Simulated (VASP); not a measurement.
Runs of VASP 6.6.1 on CuO. The structure is that of space group C2/c (No. 15), or close to it. The cells are those of the table. 

```csv
level,cell,gap on the mesh (eV),pressure (GPa),largest force (eV/Å)
PBEsol,"a = 2.793, b = 4.938, c = 5.023 Å, angles 97.6, 93.3, 104.2°, 8 atoms",none,30.9,0.07
PBEsol,"a = 2.807, b = 4.984, c = 5.222 Å, angles 96.3, 97.2, 101.7°, 8 atoms",none,(b),0.07
RPBE+D3(BJ),"a = 2.855, b = 5.027, c = 5.137 Å, angles 97.4, 93.6, 103.6°, 8 atoms",none,0.5,0.07
PBEsol,"a = 2.832, b = 5.032, c = 5.645 Å, angles 94.2, 104.1, 98.4°, 8 atoms",none,(a),0.05
```

Alike in all rows: task single point; potentials or basis VASP PAW PBE potentials, release 64 (Cu, O); no spin polarisation; k mesh 9 × 5 × 5; cutoff (eV) 520; smearing fermi-dirac 0.05 eV.

Q: Estimate the missing entries.

A: (a) 10.9; (b) 20.9.

Caveats: the PAW data sets were made with another functional, which shifts forces and pressure a little; semilocal functionals often make such compounds metallic where correlation or magnetic order opens a gap, which also shifts bond lengths; pairwise dispersion overbinds metals, which lowers pressure and volume (some runs).

A gap of «none» marks levels without a gap at the run's occupations.
